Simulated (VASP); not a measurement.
**Rh: single point with RPBE**

Rh:

```
Rh
1.0
     0.00000    1.89785    1.89785
     1.89785    0.00000    1.89785
     1.89785    1.89785    0.00000
Rh
1
Direct
  0.00000 0.00000 0.00000
```

```
Program                : VASP 6.6.1
Task                   : single point
Functional             : RPBE
Potentials or basis    : VASP PAW PBE potentials, release 64 (Rh_pv)
Cutoff                 : 500 eV
k mesh                 : 14 × 14 × 14
Occupations            : methfessel-paxton, width 0.1 eV
Spin                   : no spin polarisation
Dipole correction      : no
Further INCAR settings : ALGO = Normal; EDIFF = 1e-06; NBANDS = 14
```

```json
{
  "Pressure": "12.6 GPa",
  "Band gap on the k mesh": "zero (an odd number of electrons rules out a gap without spin polarisation)"
}
```

Levels at points of the mesh, in eV from the Fermi level:
```
           k point  band 4  band 5  band 6  band 7  band 8  band 9  band 10  band 11
(0.00, 0.00, 0.00)   -7.93   -3.06   -3.06   -3.06   -0.96   -0.96    16.03    20.64
(0.50, 0.00, 0.00)   -6.11   -3.14   -3.14    0.61    0.61    0.78     8.77    15.54
(0.50, 0.50, 0.00)   -6.33   -5.95    0.58    1.03    1.03    3.33    12.41    13.43
```

Run time: 11 s on 1 thread of Intel Xeon 8259CL, with other jobs on the host, peak memory 0.13 GiB.

Caveat: the cell stands under pressure; the PAW data sets were made with another functional, which shifts forces and pressure a little.
